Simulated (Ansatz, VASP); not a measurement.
**SiC: VASP beside Ansatz**

Contents of INCAR:

```
SYSTEM = SiC
PREC = Accurate
ENCUT = 520
EDIFF = 1E-7
ISMEAR = 0
SIGMA = 0.05
LREAL = .FALSE.
LASPH = .TRUE.
NELM = 60
ALGO = Normal
ISIF = 2
LWAVE = .FALSE.
LCHARG = .FALSE.
GGA = PE
NBANDS = 11
```

File KPOINTS:

```
regular mesh
0
G
  12 12 12
  0 0 0
```

POSCAR

```
SiC
1.0
    0.0000000000      2.3617178146      1.8421398954
    2.3617178146      0.0000000000      1.8421398954
    2.3617178146      2.3617178146      0.0000000000
Si C
1 1
Direct
    0.0000000000      0.0000000000      0.0000000000
    0.7500000000      0.7500000000      0.7500000000
```

Input for Ansatz:

```yaml
crystal:
  lattice:
    - [0.0, 2.3617178146, 1.8421398954]
    - [2.3617178146, 0.0, 1.8421398954]
    - [2.3617178146, 2.3617178146, 0.0]
  atoms:
    - { symbol: Si, position: [0.0, 0.0, 0.0] }
    - { symbol: C, position: [0.75, 0.75, 0.75] }
basis:
  ecutwfc: 420
kpoints:
  mp_grid: { grid: [12, 12, 12] }
hamiltonian:
  xc: pbe
scf:
  occupations: { method: gaussian, width: 0.05 }
output:
  forces: true
  stress: true
  eigenvalues: true
```

Alike in both runs: task single point; functional PBE; k mesh 12 × 12 × 12; occupations gaussian, width 0.05 eV; no spin polarisation.

```csv
,VASP,Ansatz
version,VASP 6.6.1,Ansatz 0.2.0
potentials or method,"VASP PAW PBE potentials, release 64 (Si, C), cutoff 520 eV","scalar-relativistic, plane waves, PAW"
valence electrons in the cell,8,8
```

Ansatz gave:

```
gap on the k mesh at the Fermi level (eV)                     : none
pressure (GPa)                                                : -0.4
traceless stress, the component that is largest in VASP (GPa) : 26.27
```

Which values does VASP return?

gap on the k mesh at the Fermi level (eV): none; pressure (GPa): -0.4; traceless stress, the component that is largest in VASP (GPa): 26.36.

A gap of «none» marks a metal or a gap that the smearing closes. The functional is the same, so the differences come from potentials, cutoffs and numerics.
